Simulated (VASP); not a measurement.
# BN (F-43m) in VASP: settings compared, part 2 of 2

VASP 6.6.1. Earlier steps stand in the parts before.

## Step 4: Single point, HSE06 (strain +4.1%)

Contents of POSCAR:

```
BN
1.0
    0.0000000000      1.8790037797      1.8790037797
    1.8790037797      0.0000000000      1.8790037797
    1.8790037797      1.8790037797      0.0000000000
B N
1 1
Direct
    0.0000000000      0.0000000000      0.0000000000
    0.2500000000      0.2500000000      0.2500000000
```

Contents of INCAR.step1:

```
PREC = Accurate
ENCUT = 520
EDIFF = 1E-5
ISMEAR = 0
SIGMA = 0.01
LREAL = False
LASPH = True
NELM = 80
ALGO = Normal
ISIF = 2
LWAVE = True
LCHARG = False
NBANDS = 11
GGA = PE
```

Contents of INCAR.step2:

```
PREC = Accurate
ENCUT = 520
EDIFF = 1E-6
ISMEAR = 0
SIGMA = 0.01
LREAL = False
LASPH = True
NELM = 80
ALGO = Normal
ISIF = 2
LWAVE = False
LCHARG = False
GGA = PE
LHFCALC = True
HFSCREEN = 0.2079
PRECFOCK = Normal
NBANDS = 11
ISTART = 1
```

Contents of KPOINTS:

```
regular mesh
0
Gamma
  8 8 8
```

Potentials or basis: VASP PAW PBE potentials, release 64 (B, N).

Command:

```
> cat potpaw_PBE.64/B/POTCAR potpaw_PBE.64/N/POTCAR > POTCAR
> cp INCAR.step1 INCAR
> mpirun -np 1 vasp_std > vasp.out
> cp INCAR.step2 INCAR
> mpirun -np 1 vasp_std > vasp.out
```

OUTCAR:

```text
PREC = Accurate
   ENCUT = 520
   EDIFF = 1E-6
   ISMEAR = 0
   LREAL = False
   LASPH = True
   NELM = 80
   ISIF = 2
   GGA = PE
   LHFCALC = True
   HFSCREEN = 0.2079
   PRECFOCK = Normal
   ISTART = 1

 ion  position               nearest neighbor table
   1  0.000  0.000  0.000-   2 1.63   2 1.63   2 1.63   2 1.63
   2  0.250  0.250  0.250-   1 1.63   1 1.63   1 1.63   1 1.63

  LATTYP: Found a face centered cubic cell.
 ALAT       =     3.7580075594

  Lattice vectors:

 A1 = (   0.0000000000,   1.8790037797,   1.8790037797)
 A2 = (   1.8790037797,   0.0000000000,   1.8790037797)
 A3 = (   1.8790037797,   1.8790037797,   0.0000000000)

Analysis of symmetry for initial positions (statically):
=====================================================================
 Subroutine PRICEL returns:
 Original cell was already a primitive cell.

 Routine SETGRP: Setting up the symmetry group for a
 face centered cubic supercell.

 Subroutine GETGRP returns: Found 24 space group operations
 (whereof 24 operations were pure point group operations)
 out of a pool of 48 trial point group operations.

The static configuration has the point symmetry T_d .

Analysis of symmetry for dynamics (positions and initial velocities):
=====================================================================
 Subroutine PRICEL returns:
 Original cell was already a primitive cell.

 Routine SETGRP: Setting up the symmetry group for a
 face centered cubic supercell.

 Subroutine GETGRP returns: Found 24 space group operations
 (whereof 24 operations were pure point group operations)
 out of a pool of 48 trial point group operations.

The dynamic configuration has the point symmetry T_d .

 Subroutine INISYM returns: Found 24 space group operations
 (whereof 24 operations are pure point group operations),
 and found     1 'primitive' translations

----------------------------------------------------------------------------------------

                                     Primitive cell

  volume of cell :      13.2682

  direct lattice vectors                    reciprocal lattice vectors
     0.000000000  1.879003780  1.879003780    -0.266098454  0.266098454  0.266098454
     1.879003780  0.000000000  1.879003780     0.266098454 -0.266098454  0.266098454
     1.879003780  1.879003780  0.000000000     0.266098454  0.266098454 -0.266098454

  length of vectors
     2.657312629  2.657312629  2.657312629     0.460896041  0.460896041  0.460896041

  position of ions in fractional coordinates (direct lattice)
     0.000000000  0.000000000  0.000000000
     0.250000000  0.250000000  0.250000000

  ion indices of the primitive-cell ions
   primitive index   ion index
                 1           1
                 2           2

----------------------------------------------------------------------------------------

 KPOINTS: regular mesh

Automatic generation of k-mesh.
 Grid dimensions read from file:
 generate k-points for:    8    8    8

 Generating k-lattice:

  Cartesian coordinates                     Fractional coordinates (reciprocal lattice)
    -0.033262307  0.033262307  0.033262307     0.125000000  0.000000000  0.000000000
[... 46 lines left out ...]
   ions per type =               1   1
   NGX,Y,Z   is equivalent  to a cutoff of  12.51, 12.51, 12.51 a.u.
   NGXF,Y,Z  is equivalent  to a cutoff of  25.02, 25.02, 25.02 a.u.
 SYSTEM =  unknown system
   PREC   = accura    normal or accurate (medium, high low for compatibility)
   ISTART =      1    job   : 0-new  1-cont  2-samecut
   ICHARG =      0    charge: 1-file 2-atom 10-const
   ISPIN  =      1    spin polarized calculation?
   LNONCOLLINEAR =      F non collinear calculations
   LSORBIT =      F    spin-orbit coupling
   LASPH  =      T    aspherical Exc in radial PAW
   ENCUT  =  520.0 eV  38.22 Ry    6.18 a.u.   4.94  4.94  4.94*2*pi/ulx,y,z
   NELM   =     80;   NELMIN=  2; NELMDL=  0     # of ELM steps
   EDIFF  = 0.1E-05   stopping-criterion for ELM
   LREAL  =      F    real-space projection
   EDIFFG = 0.1E-04   stopping-criterion for IOM
   NSW    =      0    number of steps for IOM
   IBRION =     -1    ionic relax: 0-MD 1-quasi-New 2-CG
   NFREE  =      0    steps in history (QN), initial steepest desc. (CG)
   ISIF   =      2    stress and relaxation
   ISYM   =      3    0-nonsym 1-usesym 2-fastsym
   POTIM  = 0.5000    time-step for ionic-motion
   TEBEG  =    0.0;   TEEND  =   0.0 temperature during run
   PSTRESS=    0.0 pullay stress
   NELECT =       8.0000    total number of electrons
   NUPDOWN=      -1.0000    fix difference up-down
   EMIN   =  10.00;   EMAX   =-10.00  energy-range for DOS
   EFERMI =   0.00;   METHOD = LEGACY
   ISMEAR =     0;   SIGMA  =   0.01  broadening in eV -4-tet -1-fermi 0-gaus
   EFERMI_NEDOS =   21; number of points for ismear=-14 and -15
   IALGO  =     38    algorithm
   IMIX   =      1    mixing-type and parameters
     AMIX     =   0.40;   BMIX     =  1.00
     AMIX_MAG =   1.60;   BMIX_MAG =  1.00
  volume/ion in A,a.u.               =       6.63        44.77
  Fermi-wavevector in a.u.,A,eV,Ry     =   1.383037  2.613561 26.025111  1.912792
  Thomas-Fermi vector in A             =   2.507672
   LORBIT       =      0    0 simple, 1 ext, 2 COOP (PROOUT), +10 PAW based schemes
   GGA     = PE    functional components
   LHFCALC =     T    Hartree Fock is set to
   PRECFOCK=normal    Normal, Fast or Accurate (Low or Medium for compatibility)
   ENCUT4O =  -1.0   cutoff for four orbital integrals eV
   NKREDX  =     1    reduce k-point grid by
   NKREDY  =     1    reduce k-point grid by
   NKREDZ  =     1    reduce k-point grid by
   AEXX    =    0.2500 exact exchange contribution
   HFSCREEN=    0.2079 screening length (either q_TF or 0.3 A-1)
   HFSCREENC=   0.2079 screening length for correlation (either q_TF or 0.3 A-1)
   ENCUTFOCK=  -1.0 apply spherical cutoff to Coloumb kernel
   IVDW    =     0    specifies the selected vdW correction
   LEPSILON=     F    determine dielectric tensor
   LRPA    =     F    only Hartree local field effects (RPA)
 non-spin polarized calculation
 Gauss-broadening in eV      SIGMA  =   0.01
  energy-cutoff  :      520.00
  volume of cell :       13.27
 maximum number of plane-waves:       368
  NGX = 16; NGY = 16; NGZ = 16

 number of electron       8.0000001 magnetization

 Free energy of the ion-electron system (eV)
  ---------------------------------------------------
  ext. energy  EPLUGINS =         0.00000000
  ---------------------------------------------------
  free energy    TOTEN  =       -20.09704864 eV

  energy without entropy =      -20.09704864  energy(sigma->0) =      -20.09704864

 E-fermi :   5.3843     XC(G=0): -10.0532

 val. band max:        5.2069893773   @ k =   0.0000   0.0000   0.0000
 cond. band min:      10.8158382811   @ k =   0.5000   0.5000   0.0000
 fundamental gap:      5.6088489038
 Fermi energy:         5.3842747901

 k-point     1 :       0.0000    0.0000    0.0000
  band No.  band energies     occupation
      1     -15.5783      2.00000
      2       5.2070      2.00000
      3       5.2070      2.00000
      4       5.2070      2.00000
      5      15.1570      0.00000
      6      15.1570      0.00000
      7      15.1570      0.00000
      8      15.3947      0.00000
      9      29.7245      0.00000
     10      33.4979      0.00000
     11      33.4979      0.00000
[... 309 lines left out ...]
 k-point    24 :      -0.3750    0.2500    0.1250
  band No.  band energies     occupation
      1     -10.9563      2.00000
      2      -4.3603      2.00000
      3       0.3976      2.00000
      4       1.9041      2.00000
      5      15.9132      0.00000
      6      16.9903      0.00000
      7      20.2027      0.00000
      8      21.6848      0.00000
      9      25.3933      0.00000
     10      31.3538      0.00000
     11      32.9558      0.00000

 [... further k-points ...]

------------------------ aborting loop because EDIFF is reached ----------------------------------------

  FORCE on cell =-STRESS in cart. coord.  units (eV):
  Direction    XX          YY          ZZ          XY          YZ          ZX
  --------------------------------------------------------------------------------------
  -------------------------------------------------------------------------------------
  Total       -3.4601614     -3.4601614     -3.4601614      0.0000000      0.0000000     -0.0000000
  in kB     -417.8245763   -417.8245763   -417.8245763      0.0000000      0.0000000     -0.0000000
  external PRESSURE =    -417.8245763 kB  Pullay stress =       0.0000000 kB

 VOLUME and BASIS-vectors are now :
 -----------------------------------------------------------------------------
  energy-cutoff  :      520.00
  volume of cell :       13.27
      direct lattice vectors                 reciprocal lattice vectors
     0.000000000  1.879003780  1.879003780    -0.266098454  0.266098454  0.266098454
     1.879003780  0.000000000  1.879003780     0.266098454 -0.266098454  0.266098454
     1.879003780  1.879003780  0.000000000     0.266098454  0.266098454 -0.266098454

 POSITION                                       TOTAL-FORCE (eV/Angst)
 -----------------------------------------------------------------------------------
      0.00000      0.00000      0.00000         0.000000     -0.000000     -0.000000
      0.93950      0.93950      0.93950        -0.000000      0.000000      0.000000
 -----------------------------------------------------------------------------------
    total drift:                               -0.000001     -0.000000     -0.000000

  FREE ENERGIE OF THE ION-ELECTRON SYSTEM (eV)
  ---------------------------------------------------
  free  energy   TOTEN  =       -20.0970486417 eV

  energy  without entropy=      -20.0970486417  energy(sigma->0) =      -20.09704864
```

OUTCAR.step1:

```text
PREC = Accurate
   ENCUT = 520
   EDIFF = 1E-5
   ISMEAR = 0
   LREAL = False
[... 558 lines left out ...]
      0.00000      0.00000      0.00000        -0.000000     -0.000000     -0.000000
      0.93950      0.93950      0.93950         0.000000      0.000000      0.000000
 -----------------------------------------------------------------------------------
    total drift:                               -0.000000     -0.000000     -0.000000

  FREE ENERGIE OF THE ION-ELECTRON SYSTEM (eV)
  ---------------------------------------------------
  free  energy   TOTEN  =       -17.3012816944 eV

  energy  without entropy=      -17.3012816944  energy(sigma->0) =      -17.30128169
```

OSZICAR.step1:

```text
N       E                     dE             d eps       ncg     rms          rms(c)
DAV:   1     0.972974539406E+01    0.97297E+01   -0.49042E+03   646   0.707E+02
DAV:   2    -0.176319553188E+02   -0.27362E+02   -0.26782E+02   771   0.160E+02
DAV:   3    -0.181073184545E+02   -0.47536E+00   -0.47469E+00   758   0.189E+01
DAV:   4    -0.181079444098E+02   -0.62596E-03   -0.62594E-03   680   0.744E-01
DAV:   5    -0.181079451479E+02   -0.73803E-06   -0.73802E-06   743   0.249E-02    0.611E+00
DAV:   6    -0.173518930933E+02    0.75605E+00   -0.31755E+00   674   0.967E+00    0.290E+00
DAV:   7    -0.173115589059E+02    0.40334E-01   -0.67395E-02   692   0.226E+00    0.177E+00
DAV:   8    -0.173011155503E+02    0.10443E-01   -0.30256E-02   707   0.123E+00    0.141E-01
DAV:   9    -0.173011712821E+02   -0.55732E-04   -0.12576E-03   680   0.251E-01    0.723E-02
DAV:  10    -0.173012749322E+02   -0.10365E-03   -0.13956E-04   676   0.101E-01    0.139E-02
DAV:  11    -0.173012816944E+02   -0.67622E-05   -0.12448E-05   713   0.283E-02
   1 F= -.17301282E+02 E0= -.17301282E+02  d E =-.444566E-88
```

Run time: 17 min. Hardware: 1 thread of Intel Xeon 8259CL, shared host; peak memory 0.23 GiB.

Results:

```
Free energy            : -20.0970 eV
Pressure               : -41.8 GPa
Band gap on the k mesh : 5.61 eV (least direct gap 9.95 eV)
```

Levels at points of the mesh, in eV from the valence-band top:
```
           k point  band 1  band 2  band 3  band 4  band 5  band 6  band 7  band 8  band 9
(0.00, 0.00, 0.00)  -20.79    0.00    0.00    0.00    9.95    9.95    9.95   10.19   24.52
(0.50, 0.00, 0.00)  -16.83  -10.55   -1.88   -1.88   10.29   11.82   11.82   16.14   23.86
(0.50, 0.50, 0.00)  -15.51   -9.01   -4.74   -4.74    5.61   10.03   18.63   18.63   21.24
```

Caveat: the cell differs from its parent crystal (strain +4.1%); the cell stands under tension; the PAW data sets were made with another functional, which shifts forces and pressure a little.

## Step 5: Overview

```csv
level,k mesh,smearing,grid for exact exchange (PRECFOCK),share of exact exchange,screening parameter,gap on the mesh (eV),pressure (GPa)
PBE,12 × 12 × 12,fermi-dirac 0.02 eV,-,-,-,4.33,-33.0
r2SCAN,12 × 12 × 12,gaussian 0.01 eV,-,-,-,4.82,-37.2
HSE06,8 × 8 × 8,gaussian 0.01 eV,Normal,0.25,0.2079 1/Å,5.61,-41.8
```

Alike in all rows: task single point; potentials or basis VASP PAW PBE potentials, release 64 (B, N); no spin polarisation; cell as given; cutoff (eV) 520.

Caveats: the cell stands under tension; the PAW data sets were made with another functional, which shifts forces and pressure a little (at least some runs).

Absolute energies hang on the potentials; compare differences alone.
